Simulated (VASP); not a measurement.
# InSe (P3m1) in VASP: single point with LDA

Aim: the single point of InSe with LDA.

Program: VASP 6.6.1. These are calculated values, not measurements. Logs are shortened: lines on timing, memory, paths and dates and some standing lists are left out, and cuts for length are marked.

## 1. The cell of the first run

Symmetry: P3m1, No. 156, trigonal system. Conventional cell: a = 4.000 Å, b = 4.000 Å, c = 25.200 Å, α = 90.00°, β = 90.00°, γ = 120.00°. Within 3.5 Å of In (site symmetry 3m) lie 3 Se at 2.64 Å and 1 In at 2.80 Å. Within 3.5 Å of In (site symmetry 3m) lie 3 Se at 2.64 Å and 1 In at 2.80 Å. Within 3.5 Å of In (site symmetry 3m) lie 3 Se at 2.64 Å and 1 In at 2.80 Å. Within 3.5 Å of In (site symmetry 3m) lie 3 Se at 2.64 Å and 1 In at 2.80 Å. Within 3.5 Å of In (site symmetry 3m) lie 3 Se at 2.64 Å and 1 In at 2.80 Å. Within 3.5 Å of In (site symmetry 3m) lie 3 Se at 2.64 Å and 1 In at 2.80 Å. Within 3.5 Å of Se (site symmetry 3m) lie 3 In at 2.64 Å. Se (site symmetry 3m) has 3 In at 2.64 Å within 3.5 Å.

## 2. Single point, LDA (the distance across one plane changed)

File INCAR:

```
SYSTEM = InSe
  ALGO = Normal
  EDIFF = 1E-6
  ENCUT = 520
  GGA = CA
  ISIF = 2
  ISMEAR = 0
  LASPH = .TRUE.
  LCHARG = .FALSE.
  LREAL = .FALSE.
  LWAVE = .FALSE.
  NBANDS = 69
  NELM = 100
  PREC = Accurate
  SIGMA = 0.03
```

File KPOINTS:

```
k-points
0
G
  10 10 2
  0 0 0
```

File POSCAR:

```
InSe
1.0
   -1.9999996503     -3.4641010095      0.0000000000
    1.9999996503     -3.4641010095      0.0000000000
    0.0000000000      0.0000000000     25.2000100000
In Se
6 6
Direct
    0.0000000000      0.0000000000      0.7695391896
    0.3333333333      0.3333333333      0.1094862769
    0.6666666667      0.6666666667      0.4395127332
    1.0000000000      1.0000000000      0.8806260948
    0.3333333333      0.3333333333      0.2205731821
    0.6666666667      0.6666666667      0.5505996384
    1.0000000000      1.0000000000      0.3888536722
    0.3333333333      0.3333333333      0.7188801285
    0.6666666667      0.6666666667      0.0588272158
    1.0000000000      1.0000000000      0.6012256968
    0.3333333333      0.3333333333      0.9312521532
    0.6666666667      0.6666666667      0.2711992405
```

Potentials or basis: VASP PAW LDA potentials, release 64 (In_d, Se).

Run with:

```console
$ cat potpaw_LDA.64/In_d/POTCAR potpaw_LDA.64/Se/POTCAR > POTCAR
$ mpirun -np 1 vasp_std > vasp.out
```

OUTCAR:

```text
SYSTEM = InSe
   EDIFF = 1E-6
   ENCUT = 520
   GGA = CA
   ISIF = 2
   ISMEAR = 0
   LASPH = .TRUE.
   LREAL = .FALSE.
   NELM = 100
   PREC = Accurate

 ion  position               nearest neighbor table
   1  0.000  0.000  0.770-   8 2.64   8 2.64   8 2.64   4 2.80
   2  0.333  0.333  0.109-   9 2.64   9 2.64   9 2.64   5 2.80
   3  0.667  0.667  0.440-   7 2.64   7 2.64   7 2.64   6 2.80
   4  0.000  0.000  0.881-  11 2.64  11 2.64  11 2.64   1 2.80
   5  0.333  0.333  0.221-  12 2.64  12 2.64  12 2.64   2 2.80
   6  0.667  0.667  0.551-  10 2.64  10 2.64  10 2.64   3 2.80
   7  0.000  0.000  0.389-   3 2.64   3 2.64   3 2.64
   8  0.333  0.333  0.719-   1 2.64   1 2.64   1 2.64
   9  0.667  0.667  0.059-   2 2.64   2 2.64   2 2.64
  10  0.000  0.000  0.601-   6 2.64   6 2.64   6 2.64
  11  0.333  0.333  0.931-   4 2.64   4 2.64   4 2.64
  12  0.667  0.667  0.271-   5 2.64   5 2.64   5 2.64

  LATTYP: Found a hexagonal cell.
 ALAT       =     3.9999993007
 C/A-ratio  =     6.3000036015

  Lattice vectors:

 A1 = (  -1.9999996503,   3.4641010095,   0.0000000000)
 A2 = (  -1.9999996503,  -3.4641010095,   0.0000000000)
 A3 = (   0.0000000000,   0.0000000000,  25.2000100000)

Analysis of symmetry for initial positions (statically):
=====================================================================
 Subroutine PRICEL returns:
 Original cell was already a primitive cell.

 Routine SETGRP: Setting up the symmetry group for a
 hexagonal supercell.

 Subroutine GETGRP returns: Found  6 space group operations
 (whereof  6 operations were pure point group operations)
 out of a pool of 24 trial point group operations.

The static configuration has the point symmetry C_3v.

Analysis of symmetry for dynamics (positions and initial velocities):
=====================================================================
 Subroutine PRICEL returns:
 Original cell was already a primitive cell.

 Routine SETGRP: Setting up the symmetry group for a
 hexagonal supercell.

 Subroutine GETGRP returns: Found  6 space group operations
 (whereof  6 operations were pure point group operations)
 out of a pool of 24 trial point group operations.

The dynamic configuration has the point symmetry C_3v.

[... 120 lines left out ...]
   EDIFFG = 0.1E-04   stopping-criterion for IOM
   NSW    =      0    number of steps for IOM
   IBRION =     -1    ionic relax: 0-MD 1-quasi-New 2-CG
   NFREE  =      0    steps in history (QN), initial steepest desc. (CG)
   ISIF   =      2    stress and relaxation
   ISYM   =      2    0-nonsym 1-usesym 2-fastsym
   POTIM  = 0.5000    time-step for ionic-motion
   TEBEG  =    0.0;   TEEND  =   0.0 temperature during run
   PSTRESS=    0.0 pullay stress
   NELECT =     114.0000    total number of electrons
   NUPDOWN=      -1.0000    fix difference up-down
   EMIN   =  10.00;   EMAX   =-10.00  energy-range for DOS
   EFERMI =   0.00;   METHOD = LEGACY
   ISMEAR =     0;   SIGMA  =   0.03  broadening in eV -4-tet -1-fermi 0-gaus
   EFERMI_NEDOS =   21; number of points for ismear=-14 and -15
   IALGO  =     38    algorithm
   IMIX   =      4    mixing-type and parameters
     AMIX     =   0.40;   BMIX     =  1.00
     AMIX_MAG =   1.60;   BMIX_MAG =  1.00
  volume/ion in A,a.u.               =      29.10       196.37
  Fermi-wavevector in a.u.,A,eV,Ry     =   1.127265  2.130222 17.289285  1.270727
  Thomas-Fermi vector in A             =   2.263950
   LORBIT       =      0    0 simple, 1 ext, 2 COOP (PROOUT), +10 PAW based schemes
   GGA     = CA    functional components
   LHFCALC =     F    Hartree Fock is set to
   AEXX    =    0.0000 exact exchange contribution
   IVDW    =     0    specifies the selected vdW correction
   LEPSILON=     F    determine dielectric tensor
   LRPA    =     F    only Hartree local field effects (RPA)
 non-spin polarized calculation
 Gauss-broadening in eV      SIGMA  =   0.03
  energy-cutoff  :      520.00
  volume of cell :      349.18
 maximum number of plane-waves:      9466
 NGX is ok and might be reduce to    30
   NGX = 15   NGY = 15   NGZ = 93

 number of electron     113.9999971 magnetization

 Free energy of the ion-electron system (eV)
  ---------------------------------------------------
  ext. energy  EPLUGINS =         0.00000000
  ---------------------------------------------------
  free energy    TOTEN  =       -49.94688082 eV

  energy without entropy =      -49.94688082  energy(sigma->0) =      -49.94688082

 E-fermi :   4.1075     XC(G=0):  -9.2819

 val. band max:        3.9879112121   @ k =   0.0000   0.0000   0.5000
 cond. band min:       4.2273905161   @ k =   0.0000   0.0000   0.5000
 fundamental gap:      0.2394793040
 Fermi energy:         4.1075288897

 k-point     1 :       0.0000    0.0000    0.0000
  band No.  band energies     occupation
      1     -10.7766      2.00000
      2     -10.7742      2.00000
      3     -10.7697      2.00000
      4     -10.5907      2.00000
      5     -10.5907      2.00000
      6     -10.5886      2.00000
[... 1717 lines left out ...]
     68       7.9007      0.00000
     69       8.0886      0.00000

 [... further k-points ...]
[... 5 lines left out ...]
  --------------------------------------------------------------------------------------
  -------------------------------------------------------------------------------------
  Total       -2.4196334     -2.4196334     -4.1974520      0.0000000     -0.0000000      0.0000000
  in kB      -11.1021982    -11.1021982    -19.2595059      0.0000000     -0.0000000      0.0000000
  external PRESSURE =     -13.8213008 kB  Pullay stress =       0.0000000 kB

 VOLUME and BASIS-vectors are now :
 -----------------------------------------------------------------------------
  energy-cutoff  :      520.00
  volume of cell :      349.18
      direct lattice vectors                 reciprocal lattice vectors
    -1.999999650 -3.464101010  0.000000000    -0.250000044 -0.144337593  0.000000000
     1.999999650 -3.464101010  0.000000000     0.250000044 -0.144337593  0.000000000
     0.000000000  0.000000000 25.200010000     0.000000000  0.000000000  0.039682524

 POSITION                                       TOTAL-FORCE (eV/Angst)
 -----------------------------------------------------------------------------------
      0.00000      0.00000     19.39240        -0.000000     -0.000000      0.118304
      0.00000     -2.30940      2.75906        -0.000000     -0.000000      0.099987
      0.00000     -4.61880     11.07573         0.000000      0.000000      0.116004
      0.00000      0.00000     22.19179         0.000000      0.000000     -0.102010
      0.00000     -2.30940      5.55845        -0.000000      0.000000     -0.118189
      0.00000     -4.61880     13.87512         0.000000     -0.000000     -0.115063
      0.00000      0.00000      9.79912         0.000000      0.000000      0.105928
      0.00000     -2.30940     18.11579        -0.000000      0.000000      0.105105
      0.00000     -4.61880      1.48245        -0.000000     -0.000000      0.081512
      0.00000      0.00000     15.15089        -0.000000      0.000000     -0.106907
      0.00000     -2.30940     23.46756        -0.000000      0.000000     -0.078869
      0.00000     -4.61880      6.83422         0.000000      0.000000     -0.105801
 -----------------------------------------------------------------------------------
    total drift:                                0.000000      0.000001      0.000010

  FREE ENERGIE OF THE ION-ELECTRON SYSTEM (eV)
  ---------------------------------------------------
  free  energy   TOTEN  =       -49.9468808161 eV

  energy  without entropy=      -49.9468808161  energy(sigma->0) =      -49.94688082
```

stdout:

```text
POSCAR found type information on POSCAR InSe
 POSCAR found :  2 types and      12 ions
 scaLAPACK will be used
 LDA part: xc-table for (Slater(with rela. corr.)+CA(PZ))
 , standard interpolation
 POSCAR, INCAR and KPOINTS ok, starting setup
 FFT: planning ... GRIDC
 FFT: planning ... GRID_SOFT
 FFT: planning ... GRID
 WAVECAR not read
 entering main loop
```

Run time: 9.5 min. Hardware: 1 thread of Oxide Virtual Turin-like, shared host; peak memory 0.61 GiB.

Results:

```yaml
Free_energy: -49.9469 eV
Pressure: -1.4 GPa
Largest_force: 0.118 eV/Å
Band_gap_on_the_k_mesh: 0.24 eV
```

Forces in eV/Å, atoms in the order of the input:
```
In   0.000  0.000  0.118
In   0.000  0.000  0.100
In   0.000  0.000  0.116
In   0.000  0.000 -0.102
In   0.000  0.000 -0.118
In   0.000  0.000 -0.115
Se   0.000  0.000  0.106
Se   0.000  0.000  0.105
Se   0.000  0.000  0.082
Se   0.000  0.000 -0.107
Se   0.000  0.000 -0.079
Se   0.000  0.000 -0.106
```

Stress tensor (GPa, compression positive):
```
-1.11  0.00  0.00
 0.00 -1.11  0.00
 0.00  0.00 -1.93
```

Levels at points of the mesh, in eV from the valence-band top:
```tsv
k point	band 55	band 56	band 57	band 58	band 59	band 60
(0.00, 0.00, 0.00)	-1.13	-0.65	-0.59	0.78	0.85	1.60
(0.50, 0.00, 0.00)	-1.75	-1.73	-1.54	1.03	1.22	1.27
(0.00, 0.00, 0.50)	-1.12	-1.12	0.00	0.24	1.31	1.40
(0.50, 0.00, 0.50)	-1.70	-1.67	-1.64	1.07	1.20	1.26
```

Caveat: the cell differs from its parent crystal (the distance across one plane changed); spin-orbit coupling is left out, which moves the levels of the heavy elements.
